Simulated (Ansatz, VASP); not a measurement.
## Ga: VASP beside Ansatz

INCAR

```
  AGGAC = 1.0
  AGGAX = 1.0
  ALDAC = 0.0
  ALDAX = 1.0
  ALGO = Normal
  EDIFF = 1E-7
  EDIFFG = -0.02
  ENCUT = 600
  GGA = B5
  IBRION = 2
  ISIF = 3
  ISMEAR = -1
  IVDW = 12
  LASPH = True
  LCHARG = False
  LREAL = False
  LWAVE = False
  NELM = 60
  NSW = 80
  PREC = Accurate
  SIGMA = 0.05
  VDW_A1 = 0.4298
  VDW_A2 = 4.2359
  VDW_S6 = 1.0
  VDW_S8 = 2.6996
```

KPOINTS

```
k-points
0
Gamma
  10 10 8
```

The input POSCAR:

```
Ga
1.0
    1.3830000000     -4.0265000000      0.0000000000
    1.3830000000      4.0265000000      0.0000000000
   -0.1174474948      0.0000000000      3.3299294416
Ga
2
Direct
    0.1310000000      0.8690000000      0.7500000000
    0.8690000000      0.1310000000      0.2500000000
```

Contents of input.yaml:

```yaml
crystal:
  lattice:
    - [1.383, -4.0265, 0.0]
    - [1.383, 4.0265, 0.0]
    - [-0.1174474948, 0.0, 3.3299294416]
  atoms:
    - { symbol: Ga, position: [0.131, 0.869, 0.75] }
    - { symbol: Ga, position: [0.869, 0.131, 0.25] }
kpoints:
  mp_grid: { grid: [10, 10, 8] }
scf:
  occupations: { method: fermi_dirac, width: 0.05 }
hamiltonian:
  xc: blyp
  dispersion: d3bj
  pseudopotentials: { kind: all_electron, lapw: { basis_error: 0.001 } }
output:
  forces: true
  stress: true
relax:
  f_tol: 0.02
  max_steps: 60
  cell: {}
```

Alike in both runs: task relaxation of cell and atoms; functional BLYP; dispersion D3(BJ); k mesh 10 × 10 × 8; occupations fermi-dirac, width 0.05 eV; no spin polarisation.

```csv
,VASP,Ansatz
version,VASP 6.6.1,Ansatz 0.2.0
potentials or method,"VASP PAW PBE potentials, release 64 (Ga_d), cutoff 600 eV","all-electron LAPW, scalar-relativistic"
```

Ansatz gave:

- relaxed volume (Å³/atom): 18.84
- relaxed cell length with the largest relative difference (Å): 3.224

Q: What did VASP give for the same quantities?

A: Relaxed volume (Å³/atom): 18.76; relaxed cell length with the largest relative difference (Å): 3.292.

VASP's potentials were made for PBE, not for BLYP. Ansatz ran all-electron here, and VASP with PAW potentials.
